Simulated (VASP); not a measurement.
# Na (Fm-3m) in VASP: notebook

Na is run at these levels: PBE; tasks: single point.

Program: VASP 6.6.1. These are calculated values, not measurements. Logs are shortened: lines on timing, memory, paths and dates and some standing lists are left out, and cuts for length are marked.

## (1) The cell of the first run

Symmetry: Fm-3m, No. 225, cubic system. The conventional cell has a = 4.713 Å, b = 4.713 Å, c = 4.713 Å, α = 90.00°, β = 90.00°, γ = 90.00°. Within 4.4 Å of Na (site symmetry m-3m) lie 12 Na at 3.33 Å.

This isn't the form of Na at room conditions, which is bcc.

## (2) Single point, PBE

The input, INCAR:

```
  PREC = Accurate
  ENCUT = 520
  EDIFF = 1E-6
  ISMEAR = -1
  SIGMA = 0.1
  LREAL = False
  LASPH = True
  NELM = 80
  ALGO = Normal
  ISIF = 2
  LWAVE = False
  LCHARG = False
  GGA = PE
  NBANDS = 10
```

The input, KPOINTS:

```
Automatic mesh
0
Gamma
  14 14 14
```

The input, POSCAR:

```
Na
1.0
    0.0000000000      2.3565486273      2.3565486273
    2.3565486273      0.0000000000      2.3565486273
    2.3565486273      2.3565486273      0.0000000000
Na
1
Direct
    0.0000000000      0.0000000000      0.0000000000
```

Potentials or basis: VASP PAW PBE potentials, release 64 (Na_pv).

Started as:

```
> cat potpaw_PBE.64/Na_pv/POTCAR > POTCAR
> mpirun -np 1 vasp_std > vasp.out
```

OUTCAR:

```text
PREC = Accurate
   ENCUT = 520
   EDIFF = 1E-6
   ISMEAR = -1
   LREAL = False
   LASPH = True
   NELM = 80
   ISIF = 2
   GGA = PE

 ion  position               nearest neighbor table
   1  0.000  0.000  0.000-

  LATTYP: Found a face centered cubic cell.
 ALAT       =     4.7130972546

  Lattice vectors:

 A1 = (   0.0000000000,   2.3565486273,   2.3565486273)
 A2 = (   2.3565486273,   0.0000000000,   2.3565486273)
 A3 = (   2.3565486273,   2.3565486273,   0.0000000000)

Analysis of symmetry for initial positions (statically):
=====================================================================
 Subroutine PRICEL returns:
 Original cell was already a primitive cell.

 Routine SETGRP: Setting up the symmetry group for a
 face centered cubic supercell.

 Subroutine GETGRP returns: Found 48 space group operations
 (whereof 48 operations were pure point group operations)
 out of a pool of 48 trial point group operations.

The static configuration has the point symmetry O_h .

Analysis of symmetry for dynamics (positions and initial velocities):
=====================================================================
 Subroutine PRICEL returns:
 Original cell was already a primitive cell.

 Routine SETGRP: Setting up the symmetry group for a
 face centered cubic supercell.

 Subroutine GETGRP returns: Found 48 space group operations
 (whereof 48 operations were pure point group operations)
 out of a pool of 48 trial point group operations.

The dynamic configuration has the point symmetry O_h .

 Subroutine INISYM returns: Found 48 space group operations
 (whereof 48 operations are pure point group operations),
 and found     1 'primitive' translations

----------------------------------------------------------------------------------------

                                     Primitive cell

  volume of cell :      26.1733

  direct lattice vectors                    reciprocal lattice vectors
     0.000000000  2.356548627  2.356548627    -0.212174701  0.212174701  0.212174701
     2.356548627  0.000000000  2.356548627     0.212174701 -0.212174701  0.212174701
     2.356548627  2.356548627  0.000000000     0.212174701  0.212174701 -0.212174701

  length of vectors
     3.332663029  3.332663029  3.332663029     0.367497362  0.367497362  0.367497362

  position of ions in fractional coordinates (direct lattice)
     0.000000000  0.000000000  0.000000000

  ion indices of the primitive-cell ions
[... 78 lines left out ...]
   IBRION =     -1    ionic relax: 0-MD 1-quasi-New 2-CG
   NFREE  =      0    steps in history (QN), initial steepest desc. (CG)
   ISIF   =      2    stress and relaxation
   ISYM   =      2    0-nonsym 1-usesym 2-fastsym
   POTIM  = 0.5000    time-step for ionic-motion
   TEBEG  =    0.0;   TEEND  =   0.0 temperature during run
   PSTRESS=    0.0 pullay stress
   NELECT =       7.0000    total number of electrons
   NUPDOWN=      -1.0000    fix difference up-down
   EMIN   =  10.00;   EMAX   =-10.00  energy-range for DOS
   EFERMI =   0.00;   METHOD = LEGACY
   ISMEAR =    -1;   SIGMA  =   0.10  broadening in eV -4-tet -1-fermi 0-gaus
   EFERMI_NEDOS =   21; number of points for ismear=-14 and -15
   IALGO  =     38    algorithm
   IMIX   =      4    mixing-type and parameters
     AMIX     =   0.40;   BMIX     =  1.00
     AMIX_MAG =   1.60;   BMIX_MAG =  1.00
  volume/ion in A,a.u.               =      26.17       176.63
  Fermi-wavevector in a.u.,A,eV,Ry     =   1.054762  1.993211 15.136790  1.112523
  Thomas-Fermi vector in A             =   2.189934
   LORBIT       =      0    0 simple, 1 ext, 2 COOP (PROOUT), +10 PAW based schemes
   GGA     = PE    functional components
   LHFCALC =     F    Hartree Fock is set to
   AEXX    =    0.0000 exact exchange contribution
   IVDW    =     0    specifies the selected vdW correction
   LEPSILON=     F    determine dielectric tensor
   LRPA    =     F    only Hartree local field effects (RPA)
 non-spin polarized calculation
  energy-cutoff  :      520.00
  volume of cell :       26.17
 maximum number of plane-waves:       725
 NGX is ok and might be reduce to    28
   NGX = 13   NGY = 13   NGZ = 13

 number of electron       7.0000002 magnetization

 Free energy of the ion-electron system (eV)
  ---------------------------------------------------
  ext. energy  EPLUGINS =         0.00000000
  ---------------------------------------------------
  free energy    TOTEN  =        -1.18707694 eV

  energy without entropy =       -1.17527656  energy(sigma->0) =       -1.18117675

 E-fermi :   1.5624     XC(G=0):  -7.4882

 val. band max:        1.4560978192   @ k =   0.5000   0.3571   0.1429
 cond. band min:       1.5846942940   @ k =   0.5000   0.2857   0.0714
 fundamental gap:      0.1285964748
 Fermi energy:         1.5623771157

 k-point     1 :       0.0000    0.0000    0.0000
  band No.  band energies     occupation
      1     -23.1776      2.00000
      2     -23.1776      2.00000
      3     -23.1776      2.00000
      4      -2.5426      2.00000
      5      14.9192      0.00000
      6      14.9192      0.00000
      7      14.9192      0.00000
      8      16.3302      0.00000
      9      17.6994      0.00000
     10      17.6994      0.00000
[... 287 lines left out ...]
 k-point    24 :       0.2857    0.1429    0.0000
  band No.  band energies     occupation
      1     -23.2352      2.00000
      2     -23.1927      2.00000
      3     -23.1915      2.00000
      4      -0.9742      2.00000
      5       8.8960      0.00000
      6      12.2715      0.00000
      7      12.5184      0.00000
      8      14.2119      0.00000
      9      17.7129      0.00000
     10      19.7274      0.00000

 [... further k-points ...]

------------------------ aborting loop because EDIFF is reached ----------------------------------------

  FORCE on cell =-STRESS in cart. coord.  units (eV):
  Direction    XX          YY          ZZ          XY          YZ          ZX
  --------------------------------------------------------------------------------------
  -------------------------------------------------------------------------------------
  Total        0.8262104      0.8262104      0.8262104      0.0000000      0.0000000     -0.0000000
  in kB       50.5757138     50.5757138     50.5757138      0.0000000      0.0000000     -0.0000000
  external PRESSURE =      50.5757138 kB  Pullay stress =       0.0000000 kB

 VOLUME and BASIS-vectors are now :
 -----------------------------------------------------------------------------
  energy-cutoff  :      520.00
  volume of cell :       26.17
      direct lattice vectors                 reciprocal lattice vectors
     0.000000000  2.356548627  2.356548627    -0.212174701  0.212174701  0.212174701
     2.356548627  0.000000000  2.356548627     0.212174701 -0.212174701  0.212174701
     2.356548627  2.356548627  0.000000000     0.212174701  0.212174701 -0.212174701

 POSITION                                       TOTAL-FORCE (eV/Angst)
 -----------------------------------------------------------------------------------
      0.00000      0.00000      0.00000        -0.000000     -0.000000      0.000000
 -----------------------------------------------------------------------------------
    total drift:                               -0.000000     -0.000000     -0.000000

  FREE ENERGIE OF THE ION-ELECTRON SYSTEM (eV)
  ---------------------------------------------------
  free  energy   TOTEN  =        -1.1870769440 eV

  energy  without entropy=       -1.1752765600  energy(sigma->0) =       -1.18117675
```

OSZICAR:

```text
N       E                     dE             d eps       ncg     rms          rms(c)
DAV:   1     0.319930856276E+02    0.31993E+02   -0.38928E+03  2100   0.650E+02
DAV:   2    -0.456772950045E+00   -0.32450E+02   -0.32292E+02  2144   0.170E+02
DAV:   3    -0.118549851201E+01   -0.72873E+00   -0.72758E+00  2562   0.259E+01
DAV:   4    -0.118985583638E+01   -0.43573E-02   -0.43569E-02  2400   0.197E+00
DAV:   5    -0.118989988097E+01   -0.44045E-04   -0.44044E-04  2394   0.202E-01    0.270E-01
DAV:   6    -0.118824575056E+01    0.16541E-02   -0.62167E-04  2468   0.300E-01    0.174E-01
DAV:   7    -0.118707963612E+01    0.11661E-02   -0.12051E-03  2604   0.365E-01    0.191E-02
DAV:   8    -0.118707708719E+01    0.25489E-05   -0.44494E-05  2530   0.112E-01    0.252E-03
DAV:   9    -0.118707694400E+01    0.14318E-06   -0.21507E-07  1528   0.477E-03
   1 F= -.11870769E+01 E0= -.11811768E+01  d E =-.118004E-01
```

stdout:

```text
POSCAR found type information on POSCAR Na
 POSCAR found :  1 types and       1 ions
 scaLAPACK will be used
 LDA part: xc-table for (Slater+PW92), standard interpolation
 POSCAR, INCAR and KPOINTS ok, starting setup
 FFT: planning ... GRIDC
 FFT: planning ... GRID_SOFT
 FFT: planning ... GRID
 WAVECAR not read
 entering main loop
```

Wall time 37 s (1 thread of Intel Xeon 8259CL, shared host); peak memory 0.16 GiB.

Results:

- Free energy: -1.1871 eV
- Pressure: 5.1 GPa
- Band gap on the k mesh: zero (an odd number of electrons rules out a gap without spin polarisation)

Levels at points of the mesh, in eV from the Fermi level:
| k point | band 1 | band 2 | band 3 | band 4 | band 5 | band 6 | band 7 | band 8 |
| --- | --- | --- | --- | --- | --- | --- | --- | --- |
| (0.00, 0.00, 0.00) | -24.74 | -24.74 | -24.74 | -4.10 | 13.36 | 13.36 | 13.36 | 14.77 |
| (0.50, 0.00, 0.00) | -24.86 | -24.75 | -24.75 | 0.59 | 1.33 | 12.13 | 12.13 | 13.55 |
| (0.50, 0.50, 0.00) | -24.85 | -24.78 | -24.78 | 2.21 | 2.74 | 7.28 | 9.09 | 9.09 |

Caveat: the cell stands under pressure.

## (3) Single point, PBE

The input, INCAR:

```
SYSTEM = Na
ALGO = Normal ; EDIFF = 1E-6
ENCUT = 520 ; GGA = PE
ISIF = 2 ; ISMEAR = -1
LASPH = .TRUE. ; LCHARG = .FALSE.
LREAL = .FALSE. ; LWAVE = .FALSE.
NBANDS = 10 ; NELM = 100
PREC = Accurate ; SIGMA = 0.1
```

The input, KPOINTS:

```
k-points
0
G
  14 14 14
  0 0 0
```

The input, POSCAR:

```
Na
1.0
    0.0000000000      2.3572002401      2.3572002401
    2.3572002401      0.0000000000      2.3572002401
    2.3572002401      2.3572002401      0.0000000000
Na
1
Direct
    0.0000000000      0.0000000000      0.0000000000
```

Potentials or basis: VASP PAW PBE potentials, release 64 (Na_pv).

Started as:

```
> cat potpaw_PBE.64/Na_pv/POTCAR > POTCAR
> mpirun -np 1 vasp_std > vasp.out
```

Wall time 36 s (1 thread of Intel Xeon 8259CL, shared host); peak memory 0.16 GiB.

The run converged. Its results:

- Free energy: -1.1878 eV
- Pressure: 5.0 GPa
- Band gap on the k mesh: zero (an odd number of electrons rules out a gap without spin polarisation)

Levels at points of the mesh, in eV from the Fermi level:
| k point | band 1 | band 2 | band 3 | band 4 | band 5 | band 6 | band 7 | band 8 | band 9 |
| --- | --- | --- | --- | --- | --- | --- | --- | --- | --- |
| (0.00, 0.00, 0.00) | -24.74 | -24.74 | -24.74 | -4.10 | 13.35 | 13.35 | 13.35 | 14.76 | 16.13 |
| (0.50, 0.00, 0.00) | -24.86 | -24.75 | -24.75 | 0.59 | 1.33 | 12.13 | 12.13 | 13.54 | 14.46 |
| (0.50, 0.50, 0.00) | -24.85 | -24.78 | -24.78 | 2.21 | 2.74 | 7.28 | 9.08 | 9.08 | 12.25 |

Caveat: the cell stands under pressure.
